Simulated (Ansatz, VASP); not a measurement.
Li4SO in VASP and in Ansatz

```xyz
6
Lattice="1.8433 1.0642 5.8193 -1.8433 1.0642 5.8193 0.0000 -2.1284 5.8193" Properties=species:S:1:pos:R:3 pbc="T T T"
Li    0.0000    0.0000   10.6745
Li    0.0000    0.0000    2.3828
Li    0.0000    0.0000   15.0750
Li    0.0000    0.0000    6.7832
S     0.0000    0.0000    0.0000
O     0.0000    0.0000    8.7289
```

Alike in both runs: task single point; functional PBEsol; k mesh 9 × 9 × 9; occupations gaussian, width 0.01 eV; no spin polarisation.

|  | VASP | Ansatz |
| --- | --- | --- |
| version | VASP 6.6.1 | Ansatz 0.2.0 |
| potentials or method | VASP PAW PBE potentials, release 64 (Li_sv, S, O), cutoff 520 eV | scalar-relativistic, plane waves, PAW |
| valence electrons in the cell | 24 | 24 |

```tsv
	VASP	Ansatz	Ansatz less VASP
gap on the k mesh at the Fermi level (eV)	2.96	2.96	+0.002
least direct gap on the mesh (eV)	3.21	3.20	-0.016
```

VASP's potentials were made for PBE, not for PBEsol.

Noted on VASP's run: the cutoff is under 1.25 times that of the potentials, so the pressure is a little rough.
